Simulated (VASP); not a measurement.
A run of VASP 6.6.1 is set up as follows.

INCAR

```
ALGO = Normal
EDIFF = 1E-7
ENCUT = 520
GGA = PE
ISIF = 2
ISMEAR = 0
LASPH = True
LCHARG = True
LELF = True
LREAL = False
LVHAR = True
LWAVE = False
NBANDS = 16
NELM = 100
PREC = Accurate
SIGMA = 0.05
```

KPOINTS

```
k-points
0
Gamma
  11 11 11
```

The input POSCAR:

```
GaN
1.0
    0.0000000000      2.2535006075      2.2535006075
    2.2535006075      0.0000000000      2.2535006075
    2.2535006075      2.2535006075      0.0000000000
Ga N
1 1
Direct
    0.0000000000      0.0000000000      0.0000000000
    0.2500000000      0.2500000000      0.2500000000
```

Potentials or basis: VASP PAW PBE potentials, release 64 (Ga_d, N).

Run with:

```bash
$ cat potpaw_PBE.64/Ga_d/POTCAR potpaw_PBE.64/N/POTCAR > POTCAR
$ mpirun -np 1 vasp_std > vasp.out
```

What does it give for the pressure?

5.1 GPa.

Predict the band gap on the k mesh.

1.72 eV, direct.

A hybrid or GW would open this gap; PBE tends to underestimate it.
